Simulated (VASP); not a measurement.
A run of VASP 6.6.1 is set up as follows.

File INCAR:

```
SYSTEM = Al5InAs5P
  PREC = Accurate
  ENCUT = 400
  EDIFF = 1E-6
  ISMEAR = -1
  SIGMA = 0.05
  LREAL = .FALSE.
  LASPH = .TRUE.
  NELM = 200
  ALGO = Normal
  ISIF = 2
  LWAVE = .FALSE.
  LCHARG = .FALSE.
  ISPIN = 2
  MAGMOM = 0.333 0.333 0.333 0.333 0.333 0.333 0.333 0.333 0.333 0.333 0.333 0.333
  LORBIT = 11
  GGA = PS
  NBANDS = 45
  GGA_COMPAT = .FALSE.
```

The input KPOINTS:

```
regular mesh
0
G
  4 4 1
  0 0 0
```

Contents of POSCAR:

```
Al5InAs5P
1.0
    2.9390050000      2.9390050000      0.0000000000
   -2.9390050000      2.9390050000      0.0000000000
    0.0000000000      0.0000000000     16.7419170000
In Al P As
1 5 1 5
Direct
    0.0290420000      0.9998990000      0.9917490000
    0.0308520000      0.9745890000      0.3314460000
    0.0042490000      0.9942120000      0.6723880000
    0.5053770000      0.4883120000      0.1766150000
    0.5086760000      0.4765730000      0.5040460000
    0.4692530000      0.4513670000      0.8322580000
    0.4822390000      0.0195400000      0.0879110000
    0.5364740000      0.0067400000      0.4192950000
    0.4869730000      0.9485910000      0.7488170000
    0.9841500000      0.5256200000      0.2577120000
    0.9778540000      0.5053470000      0.5821380000
    0.9831090000      0.5224120000      0.9118270000
```

Potentials or basis: VASP PAW PBE potentials, release 64 (In_d, Al, P, As).

Launch:

```sh
$ cat potpaw_PBE.64/In_d/POTCAR potpaw_PBE.64/Al/POTCAR potpaw_PBE.64/P/POTCAR potpaw_PBE.64/As/POTCAR > POTCAR
$ mpirun -np 1 vasp_std > vasp.out
```

(1) What does it give for the largest force?

(2) What does it give for the pressure?

(3) Estimate the band gap on the k mesh.

(4) Estimate the net moment.

Answers

(1) 2.935 eV/Å.

(2) -1.2 GPa.

(3) 0.77 eV.

(4) 0.00 μB per cell.

Caveat: the PAW data sets were made with another functional, which shifts forces and pressure a little; spin-orbit coupling is left out, which moves the levels of the heavy elements.
